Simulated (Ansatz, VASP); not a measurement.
## HfB3Ir: VASP beside Ansatz

```
Hf B Ir
1.0
     4.19019    0.00000    0.00000
    -2.09510    3.62881    0.00000
     0.00000    0.00000    5.24915
Hf B Ir
1 3 1
Direct
  0.00000 0.00000 0.50000
  0.46532 0.53468 0.00000
  0.46532 0.93063 0.00000
  0.06937 0.53468 0.00000
  0.00000 0.00000 0.00000
```

Alike in both runs: functional PBE; k mesh 12 × 12 × 8; occupations gaussian, width 0.1 eV; no spin polarisation.

Ansatz relaxed the structure, and its values are those at the end. VASP's run is a single point on that final structure, the one shown.

|  | VASP | Ansatz |
| --- | --- | --- |
| version | VASP 6.6.1 | Ansatz 0.2.0 |
| potentials or method | VASP PAW PBE potentials, release 64 (Hf_pv, B, Ir), cutoff 520 eV | scalar-relativistic, plane waves, PAW |
| valence electrons in the cell | 28 | 52 |

VASP gave:

```
gap on the k mesh at the Fermi level (eV) : none
pressure (GPa)                            : -0.1
rms of the force components (eV/Å)        : 0.009
```

Question: What did Ansatz give for the same quantities?

Answer: gap on the k mesh at the Fermi level (eV): none; pressure (GPa): 0.0; rms of the force components (eV/Å): 0.000.

A gap of «none» marks a metal or a gap that the smearing closes. VASP's potentials hold 28 valence electrons a cell and Ansatz's 52, so a difference there can come from the potentials and not from the codes.

Neither program's run includes spin-orbit coupling.
